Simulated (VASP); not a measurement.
A run of VASP 6.6.1 is set up as follows.

Contents of INCAR:

```
SYSTEM = LiCrF3
PREC = Accurate
ENCUT = 600
EDIFF = 1E-6
ISMEAR = 0
SIGMA = 0.1
LREAL = .FALSE.
LASPH = .TRUE.
NELM = 150
ALGO = Normal
ISIF = 3
LWAVE = .FALSE.
LCHARG = .FALSE.
ISPIN = 2
MAGMOM = 0 3 0 0 0
LORBIT = 11
LMAXMIX = 4
GGA = PE
IBRION = 2
NSW = 90
EDIFFG = -0.04
```

Contents of KPOINTS:

```
regular mesh
0
G
  6 6 6
  0 0 0
```

POSCAR

```
LiCrF3
1.0
    3.6689402800      0.0000000000      0.0000000000
    0.0000000000      3.6689402800      0.0000000000
    0.0000000000      0.0000000000      3.6689402800
Li Cr F
1 1 3
Direct
    0.5000000000      0.5000000000      0.5000000000
    0.0000000000      0.0000000000      0.0000000000
    0.5000000000      0.0000000000      0.0000000000
    0.0000000000      0.5000000000      0.0000000000
    0.0000000000      0.0000000000      0.5000000000
```

Potentials or basis: VASP PAW PBE potentials, release 64 (Li_sv, Cr_pv, F).

The run is started by

```bash
$ cat potpaw_PBE.64/Li_sv/POTCAR potpaw_PBE.64/Cr_pv/POTCAR potpaw_PBE.64/F/POTCAR > POTCAR
$ mpirun -np 1 vasp_std > vasp.out
```

Task: Estimate the relaxed cell.

Result: a = 4.089 Å, b = 4.089 Å, c = 4.089 Å, α = 90.00°, β = 90.00°, γ = 90.00°.

Task: What does it give for the net moment?

Result: 3.96 μB per cell.

Task: Predict the band gap on the k mesh.

Result: Zero (filled and empty bands overlap).

Task: What does it give for the space group after relaxing (to 0.1 Å)?

Result: Pm-3m (No. 221).

Step by step:
| step | energy change (eV) | largest force (eV/Å) | pressure (GPa) | volume (Å³) |
| --- | --- | --- | --- | --- |
| 1 | 0.0000 | 0.0000 | 48.13 | 49.39 |
| 2 | -2.0638 | 0.0000 | -5.53 | 73.78 |
| 3 | -2.1600 | 0.0000 | 0.83 | 67.64 |
| 4 | -2.1618 | 0.0000 | -0.05 | 68.37 |

Caveat: the cutoff is under 1.25 times the usual one of these potentials, so pressure, stress and relaxed cells hold a basis-set (Pulay) error; the volume moved by over 15 % at a fixed basis, so the end points are rough; a cell with one magnetic atom can't hold antiferromagnetic order, which such compounds often take; semilocal functionals often make such compounds metallic where correlation or magnetic order opens a gap, which also shifts bond lengths. With open d or f shells a metallic result of PBE can be an artefact of self-interaction; +U or a hybrid may open a gap.
